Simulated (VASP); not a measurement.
Set up this calculation in VASP 6.6.1, as the native input.

```yaml
Task: single point
Functional: r2SCAN
Potentials_or_basis: VASP PAW PBE potentials, release 64 (Zn, S)
Cutoff: 520 eV
k_mesh: 8 × 8 × 8
Occupations: gaussian, width 0.05 eV
Spin: no spin polarisation
Dipole_correction: no
Further_INCAR_settings: ALGO = Normal; EDIFF = 1e-07; NBANDS = 16
```

The system is ZnS.

```xyz
2
Lattice="0.0000 2.7046 2.7046 2.7046 0.0000 2.7046 2.7046 2.7046 0.0000" Properties=species:S:1:pos:R:3 pbc="T T T"
Zn    0.0000    0.0000    0.0000
S     4.0570    4.0570    4.0570
```

These files were run (other wordings do the same):

POSCAR

```
ZnS
1.0
    0.0000000000      2.7046500000      2.7046500000
    2.7046500000      0.0000000000      2.7046500000
    2.7046500000      2.7046500000      0.0000000000
Zn S
1 1
Direct
    0.0000000000      0.0000000000      0.0000000000
    0.7500000000      0.7500000000      0.7500000000
```

INCAR.step1

```
PREC = Accurate ; ENCUT = 520
ISMEAR = 0 ; SIGMA = 0.05
LREAL = F ; LASPH = T
NELM = 60 ; NBANDS = 16
GGA = PE ; ALGO = Normal
EDIFF = 1E-4 ; LWAVE = T
LCHARG = F
```

INCAR.step2

```
PREC = Accurate ; ENCUT = 520
EDIFF = 1E-7 ; ISMEAR = 0
SIGMA = 0.05 ; LREAL = F
LASPH = T ; NELM = 60
ALGO = Normal ; ISIF = 2
LWAVE = F ; LCHARG = F
METAGGA = R2SCAN ; LMIXTAU = T
NBANDS = 16 ; ISTART = 1
```

KPOINTS

```
regular mesh
0
Gamma
  8 8 8
```

Potentials or basis: VASP PAW PBE potentials, release 64 (Zn, S).

Command:

```console
$ cat potpaw_PBE.64/Zn/POTCAR potpaw_PBE.64/S/POTCAR > POTCAR
$ cp INCAR.step1 INCAR
$ mpirun -np 1 vasp_std > vasp.out
$ cp INCAR.step2 INCAR
$ mpirun -np 1 vasp_std > vasp.out
```

It gave:

The pressure is -0.8 GPa. The band gap on the k mesh is 2.66 eV, direct.

Caveat: the PAW data sets were made with another functional, which shifts forces and pressure a little.

It took 58 s on 1 thread of Intel(R) Xeon(R) Platinum 8559C (Emerald Rapids), with other jobs on the host, peak memory 0.17 GiB.
